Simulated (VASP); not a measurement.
Input of a VASP 6.6.1 run:

Contents of INCAR:

```
SYSTEM = Ir
  PREC = Accurate
  ENCUT = 520
  EDIFF = 1E-7
  ISMEAR = 0
  SIGMA = 0.15
  LREAL = .False.
  LASPH = .True.
  NELM = 100
  ALGO = Normal
  ISIF = 2
  LWAVE = .False.
  LCHARG = .True.
  GGA = PE
  LELF = .True.
  LVHAR = .True.
  NBANDS = 16
```

The input KPOINTS:

```
regular mesh
0
Gamma
  18 18 10
  0 0 0
```

The input POSCAR:

```
Ir
1.0
    2.7478111495      0.0000000000      0.0000000000
   -1.3739055747      2.3796742603      0.0000000000
    0.0000000000      0.0000000000      4.3787000000
Ir
2
Direct
    0.6666666667      0.3333333333      0.7500000000
    0.3333333333      0.6666666667      0.2500000000
```

Potentials or basis: VASP PAW PBE potentials, release 64 (Ir).

Command:

```console
$ cat potpaw_PBE.64/Ir/POTCAR > POTCAR
$ mpirun -np 1 vasp_std > vasp.out
```

Problem. Predict the band gap on the k mesh.

Solution. Zero (bands 9 and 10 overlap by 3.35 eV).

Problem. What does it give for the pressure?

Solution. 7.0 GPa.

Stress tensor (GPa, compression positive):
```
 4.72  0.00  0.00
 0.00  4.72  0.00
 0.00  0.00 11.63
```

Caveat: the stress differs along the axes, from 5 to 12 GPa; spin-orbit coupling is left out, which moves the levels of the heavy elements.
